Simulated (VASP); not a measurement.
Runs of VASP 6.6.1 on LiBr. The structure is that of space group Fm-3m (No. 225), or close to it. The cells are those of the table. 

```tsv
task	level	potentials or basis	spin	cell	cutoff (eV)	k mesh for the DOS	occupations for the DOS	gap on the mesh (eV)	pressure (GPa)
single point	PBE	VASP PAW PBE potentials, release 64 (Li_sv, Br)	non-collinear, zero start, SOC	a = 3.881 Å, angles 60.0°, 2 atoms	750	-	-	-	0.3
electric field gradients	PBE	VASP PAW PBE potentials, release 64 (Li_sv, Br)	off	a = 3.881 Å, angles 60.0°, 2 atoms	650	-	-	4.98	(b)
single point	PBEsol	VASP PAW PBE potentials, release 64 (Li_sv, Br)	off	a = 3.881 Å, angles 60.0°, 2 atoms	750	-	-	4.80	-1.1
single point	LDA	VASP PAW LDA potentials, release 64 (Li_sv, Br)	off	a = 3.881 Å, angles 60.0°, 2 atoms	750	-	-	4.69	-2.7
electric field gradients	PBE	VASP PAW PBE potentials, release 64 (Li_sv, Br)	off	a = 3.803 Å, angles 60.0°, 2 atoms	650	-	-	5.26	(c)
single point	PBE	VASP PAW PBE potentials, release 64 (Li_sv, Br)	off	a = 3.881 Å, angles 60.0°, 2 atoms	750	-	-	4.97	0.3
electric field gradients	PBE	VASP PAW PBE potentials, release 64 (Li_sv, Br)	off	a = 3.957 Å, angles 60.0°, 2 atoms	650	-	-	4.73	(a)
electric field gradients	LDA	VASP PAW LDA potentials, release 64 (Li_sv, Br)	off	a = 3.881 Å, angles 60.0°, 2 atoms	650	-	-	4.69	-2.7
```

Alike in all rows: k mesh 8 × 8 × 8; smearing fermi-dirac 0.03 eV.

**Question.** Estimate the missing entries.

**Answer.** (a) -1.2; (b) 0.2; (c) 2.1.

Caveats: the PAW data sets were made with another functional, which shifts forces and pressure a little (some runs).

A k mesh can miss the band edges, and rows without SOC leave out spin-orbit coupling on Br.
